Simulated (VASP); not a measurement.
# SrO (Imm2) in VASP: a series of runs, part 2 of 2

VASP 6.6.1. Earlier steps stand in the parts before.

### 3 Single point, r2SCAN

Input file POSCAR:

```
SrO
1.0
    0.0000000000      2.5698000000      2.5698000000
    2.5698000000      0.0000000000      2.5698000000
    2.5698000000      2.5698000000      0.0000000000
Sr O
1 1
Direct
    0.0000000000      0.0000000000      0.0000000000
    0.4587259642      0.5000000000      0.5000000000
```

Input file INCAR.step1:

```
SYSTEM = SrO
PREC = Accurate ; ENCUT = 520
ISMEAR = 0 ; SIGMA = 0.05
LREAL = .False. ; LASPH = .True.
NELM = 80 ; NBANDS = 15
GGA = PE ; ALGO = Normal
EDIFF = 1E-4 ; LWAVE = .True.
LCHARG = .False.
```

Input file INCAR.step2:

```
SYSTEM = SrO
PREC = Accurate ; ENCUT = 520
EDIFF = 1E-6 ; ISMEAR = 0
SIGMA = 0.05 ; LREAL = .False.
LASPH = .True. ; NELM = 80
ALGO = Normal ; ISIF = 2
LWAVE = .False. ; LCHARG = .True.
METAGGA = R2SCAN ; LMIXTAU = .True.
LELF = .True. ; LVHAR = .True.
NBANDS = 15 ; ISTART = 1
```

Input file KPOINTS:

```
Automatic mesh
0
Gamma
  8 8 8
  0 0 0
```

Potentials or basis: VASP PAW PBE potentials, release 64 (Sr_sv, O).

The run is started by

```console
$ cat potpaw_PBE.64/Sr_sv/POTCAR potpaw_PBE.64/O/POTCAR > POTCAR
$ cp INCAR.step1 INCAR
$ mpirun -np 1 vasp_std > vasp.out
$ cp INCAR.step2 INCAR
$ mpirun -np 1 vasp_std > vasp.out
```

OUTCAR:

```text
SYSTEM = SrO
   PREC = Accurate
   ENCUT = 520
   EDIFF = 1E-6
   ISMEAR = 0
   LREAL = .False.
   LASPH = .True.
   NELM = 80
   ISIF = 2
   METAGGA = R2SCAN
   ISTART = 1

 ion  position               nearest neighbor table
   1  0.000  0.000  0.000-   2 2.47   2 2.47   2 2.57   2 2.57   2 2.68   2 2.68
   2  0.459  0.500  0.500-   1 2.47   1 2.47   1 2.57   1 2.57   1 2.68   1 2.68

  LATTYP: Found a face centered cubic cell.
 ALAT       =     5.1396000000

  Lattice vectors:

 A1 = (   0.0000000000,   2.5698000000,   2.5698000000)
 A2 = (   2.5698000000,   0.0000000000,   2.5698000000)
 A3 = (   2.5698000000,   2.5698000000,   0.0000000000)

Analysis of symmetry for initial positions (statically):
=====================================================================
 Subroutine PRICEL returns:
 Original cell was already a primitive cell.

 Routine SETGRP: Setting up the symmetry group for a
 face centered cubic supercell.

 Subroutine GETGRP returns: Found  4 space group operations
 (whereof  4 operations were pure point group operations)
 out of a pool of 48 trial point group operations.

The static configuration has the point symmetry C_2v.

Analysis of symmetry for dynamics (positions and initial velocities):
=====================================================================
 Subroutine PRICEL returns:
 Original cell was already a primitive cell.

 Routine SETGRP: Setting up the symmetry group for a
 face centered cubic supercell.

 Subroutine GETGRP returns: Found  4 space group operations
 (whereof  4 operations were pure point group operations)
 out of a pool of 48 trial point group operations.

The dynamic configuration has the point symmetry C_2v.

 Subroutine INISYM returns: Found  4 space group operations
 (whereof  4 operations are pure point group operations),
 and found     1 'primitive' translations

----------------------------------------------------------------------------------------

                                     Primitive cell

  volume of cell :      33.9413

  direct lattice vectors                    reciprocal lattice vectors
     0.000000000  2.569800000  2.569800000    -0.194567671  0.194567671  0.194567671
     2.569800000  0.000000000  2.569800000     0.194567671 -0.194567671  0.194567671
     2.569800000  2.569800000  0.000000000     0.194567671  0.194567671 -0.194567671

  length of vectors
     3.634246013  3.634246013  3.634246013     0.337001091  0.337001091  0.337001091

  position of ions in fractional coordinates (direct lattice)
     0.000000000  0.000000000  0.000000000
     0.458725964  0.500000000  0.500000000

  ion indices of the primitive-cell ions
   primitive index   ion index
                 1           1
                 2           2

----------------------------------------------------------------------------------------

 KPOINTS: Automatic mesh

Automatic generation of k-mesh.
 Grid dimensions read from file:
 generate k-points for:    8    8    8

 Generating k-lattice:

  Cartesian coordinates                     Fractional coordinates (reciprocal lattice)
    -0.024320959  0.024320959  0.024320959     0.125000000  0.000000000  0.000000000
     0.024320959 -0.024320959  0.024320959     0.000000000  0.125000000  0.000000000
     0.024320959  0.024320959 -0.024320959     0.000000000  0.000000000  0.125000000
[... 40 lines left out ...]
   number of dos      NEDOS =    301   number of ions     NIONS =      2
   total plane-waves  NPLWV =  21952
   dimension x,y,z NGX =    28 NGY =   28 NGZ =   28
   dimension x,y,z NGXF=    56 NGYF=   56 NGZF=   56
   ions per type =               1   1
   NGX,Y,Z   is equivalent  to a cutoff of  12.81, 12.81, 12.81 a.u.
   NGXF,Y,Z  is equivalent  to a cutoff of  25.62, 25.62, 25.62 a.u.
 SYSTEM =  SrO
   PREC   = accura    normal or accurate (medium, high low for compatibility)
   ISTART =      1    job   : 0-new  1-cont  2-samecut
   ICHARG =      0    charge: 1-file 2-atom 10-const
   ISPIN  =      1    spin polarized calculation?
   LNONCOLLINEAR =      F non collinear calculations
   LSORBIT =      F    spin-orbit coupling
   LASPH  =      T    aspherical Exc in radial PAW
   ENCUT  =  520.0 eV  38.22 Ry    6.18 a.u.   6.76  6.76  6.76*2*pi/ulx,y,z
   NELM   =     80;   NELMIN=  2; NELMDL=  0     # of ELM steps
   EDIFF  = 0.1E-05   stopping-criterion for ELM
   LREAL  =      F    real-space projection
   EDIFFG = 0.1E-04   stopping-criterion for IOM
   NSW    =      0    number of steps for IOM
   IBRION =     -1    ionic relax: 0-MD 1-quasi-New 2-CG
   NFREE  =      0    steps in history (QN), initial steepest desc. (CG)
   ISIF   =      2    stress and relaxation
   ISYM   =      2    0-nonsym 1-usesym 2-fastsym
   POTIM  = 0.5000    time-step for ionic-motion
   TEBEG  =    0.0;   TEEND  =   0.0 temperature during run
   PSTRESS=    0.0 pullay stress
   NELECT =      16.0000    total number of electrons
   NUPDOWN=      -1.0000    fix difference up-down
   EMIN   =  10.00;   EMAX   =-10.00  energy-range for DOS
   EFERMI =   0.00;   METHOD = LEGACY
   ISMEAR =     0;   SIGMA  =   0.05  broadening in eV -4-tet -1-fermi 0-gaus
   EFERMI_NEDOS =   21; number of points for ismear=-14 and -15
   IALGO  =     38    algorithm
   IMIX   =      4    mixing-type and parameters
     AMIX     =   0.40;   BMIX     =  1.00
     AMIX_MAG =   1.60;   BMIX_MAG =  1.00
  volume/ion in A,a.u.               =      16.97       114.52
  Fermi-wavevector in a.u.,A,eV,Ry     =   1.274106  2.407711 22.086959  1.623346
  Thomas-Fermi vector in A             =   2.406892
   LORBIT       =      0    0 simple, 1 ext, 2 COOP (PROOUT), +10 PAW based schemes
   METAGGA = R2SCAN    functional components
   LHFCALC =     F    Hartree Fock is set to
   AEXX    =    0.0000 exact exchange contribution
   IVDW    =     0    specifies the selected vdW correction
   LEPSILON=     F    determine dielectric tensor
   LRPA    =     F    only Hartree local field effects (RPA)
 non-spin polarized calculation
 Gauss-broadening in eV      SIGMA  =   0.05
  energy-cutoff  :      520.00
  volume of cell :       33.94
 maximum number of plane-waves:       941
   NGX = 13   NGY = 13   NGZ = 13

 number of electron      15.9999999 magnetization

 Free energy of the ion-electron system (eV)
  ---------------------------------------------------
  ext. energy  EPLUGINS =         0.00000000
  ---------------------------------------------------
  free energy    TOTEN  =       -27.02276282 eV

  energy without entropy =      -27.02276282  energy(sigma->0) =      -27.02276282

 E-fermi :   1.5681     XC(G=0): -10.5879

 val. band max:        1.2955567273   @ k =   0.0000   0.0000   0.0000
 cond. band min:       5.1810063936   @ k =   0.5000   0.5000   0.0000
 fundamental gap:      3.8854496663
 Fermi energy:         1.5681117645

 k-point     1 :       0.0000    0.0000    0.0000
  band No.  band energies     occupation
      1     -32.1023      2.00000
      2     -14.7399      2.00000
      3     -13.1250      2.00000
      4     -13.1247      2.00000
      5     -13.0834      2.00000
      6       1.2790      2.00000
      7       1.2809      2.00000
      8       1.2956      2.00000
      9       5.9979      0.00000
     10       8.1330      0.00000
     11       8.2274      0.00000
     12       8.2326      0.00000
     13      10.4957      0.00000
     14      10.5627      0.00000
[... 401 lines left out ...]
      2     -15.9067      2.00000
      3     -13.3590      2.00000
      4     -13.2078      2.00000
      5     -12.2463      2.00000
      6      -0.5095      2.00000
      7       0.2535      2.00000
      8       0.5027      2.00000
      9       8.2686      0.00000
     10       9.4049      0.00000
     11      10.5620      0.00000
     12      11.2244      0.00000
     13      13.5674      0.00000
     14      14.0319      0.00000
     15      16.7029      0.00000

 [... further k-points ...]

------------------------ aborting loop because EDIFF is reached ----------------------------------------

  FORCE on cell =-STRESS in cart. coord.  units (eV):
  Direction    XX          YY          ZZ          XY          YZ          ZX
  --------------------------------------------------------------------------------------
  -------------------------------------------------------------------------------------
  Total        0.2997835      0.5926640      0.5926640      0.0000000     -0.0475447      0.0000000
  in kB       14.1511031     27.9763582     27.9763582      0.0000000     -2.2443209      0.0000000
  external PRESSURE =      23.3679398 kB  Pullay stress =       0.0000000 kB

 VOLUME and BASIS-vectors are now :
 -----------------------------------------------------------------------------
  energy-cutoff  :      520.00
  volume of cell :       33.94
      direct lattice vectors                 reciprocal lattice vectors
     0.000000000  2.569800000  2.569800000    -0.194567671  0.194567671  0.194567671
     2.569800000  0.000000000  2.569800000     0.194567671 -0.194567671  0.194567671
     2.569800000  2.569800000  0.000000000     0.194567671  0.194567671 -0.194567671

 POSITION                                       TOTAL-FORCE (eV/Angst)
 -----------------------------------------------------------------------------------
      0.00000      0.00000      0.00000         0.000000     -0.289427     -0.289427
      2.56980      2.46373      2.46373        -0.000000      0.289427      0.289427
 -----------------------------------------------------------------------------------
    total drift:                                0.000000     -0.000962     -0.000962

  FREE ENERGIE OF THE ION-ELECTRON SYSTEM (eV)
  ---------------------------------------------------
  free  energy   TOTEN  =       -27.0227628165 eV

  energy  without entropy=      -27.0227628165  energy(sigma->0) =      -27.02276282
```

Run time: 2.1 min. Hardware: 1 thread of AMD EPYC 9R45 (Zen 5), shared host; peak memory 0.17 GiB.

Results:

```yaml
Free_energy: -27.0228 eV
Pressure: 2.3 GPa
Largest_force: 0.409 eV/Å
Band_gap_on_the_k_mesh: 3.89 eV, indirect (least direct gap 3.93 eV)
```

Forces on the atoms (eV/Å):
```
Sr   0.000 -0.289 -0.289
O    0.000  0.289  0.289
```

Caveat: the cell differs from its parent crystal (all O atoms moved +0.150 Å, as atom 2 towards its neighbour atom 2 (O) at 3.634 Å); the PAW data sets were made with another functional, which shifts forces and pressure a little. A k mesh can miss the band edges.

### 4 Single point, r2SCAN

POSCAR, as its differences from that of step 3:

```diff
@@ -9,2 +9,2 @@
     0.0000000000      0.0000000000      0.0000000000
-    0.4587259642      0.5000000000      0.5000000000
+    0.4518469582      0.5000000000      0.5000000000
```

Input file INCAR.step1:

```
SYSTEM = SrO
PREC = Accurate
ENCUT = 520
ISMEAR = 0
SIGMA = 0.05
LREAL = .False.
LASPH = .True.
NELM = 80
NBANDS = 15
GGA = PE
ALGO = Normal
EDIFF = 1E-4
LWAVE = .True.
LCHARG = .False.
```

Input file INCAR.step2:

```
SYSTEM = SrO
PREC = Accurate
ENCUT = 520
EDIFF = 1E-6
ISMEAR = 0
SIGMA = 0.05
LREAL = .False.
LASPH = .True.
NELM = 80
ALGO = Normal
ISIF = 2
LWAVE = .False.
LCHARG = .False.
METAGGA = R2SCAN
LMIXTAU = .True.
NBANDS = 15
ISTART = 1
```

Input file KPOINTS:

```
regular mesh
0
Gamma
  8 8 8
  0 0 0
```

The run is started by

```console
$ cat potpaw_PBE.64/Sr_sv/POTCAR potpaw_PBE.64/O/POTCAR > POTCAR
$ cp INCAR.step1 INCAR
$ mpirun -np 1 vasp_std > vasp.out
$ cp INCAR.step2 INCAR
$ mpirun -np 1 vasp_std > vasp.out
```

Wall time 2.1 min (1 thread of AMD EPYC 9R45 (Zen 5), shared host); peak memory 0.17 GiB.

The run converged. Its results:

- Free energy: -27.0116 eV
- Pressure: 2.6 GPa
- Largest force: 0.487 eV/Å
- Band gap on the k mesh: 3.94 eV, indirect (least direct gap 3.96 eV)

Forces in eV/Å, atoms in the order of the input:
```
Sr   0.000 -0.345 -0.345
O    0.000  0.345  0.345
```

Stress tensor (GPa, compression positive):
```
 1.32  0.00  0.00
 0.00  3.20 -0.31
 0.00 -0.31  3.20
```

Levels at points of the mesh, in eV from the valence-band top:
| k point | band 6 | band 7 | band 8 | band 9 | band 10 | band 11 |
| --- | --- | --- | --- | --- | --- | --- |
| (0.00, 0.00, 0.00) | -0.02 | -0.02 | 0.00 | 4.71 | 6.86 | 6.98 |
| (0.50, 0.00, 0.00) | -2.05 | -1.09 | -1.07 | 7.15 | 9.10 | 9.55 |
| (0.00, 0.50, 0.00) | -2.04 | -1.05 | -1.01 | 7.14 | 8.78 | 9.51 |
| (0.50, 0.50, 0.00) | -0.34 | -0.12 | -0.03 | 3.94 | 8.50 | 11.04 |
| (0.00, 0.50, 0.50) | -0.38 | -0.18 | -0.05 | 4.05 | 8.51 | 11.06 |

Caveat: the cell differs from its parent crystal (all O atoms moved +0.175 Å, as atom 2 towards its neighbour atom 2 (O) at 3.634 Å); the PAW data sets were made with another functional, which shifts forces and pressure a little. A k mesh can miss the band edges.
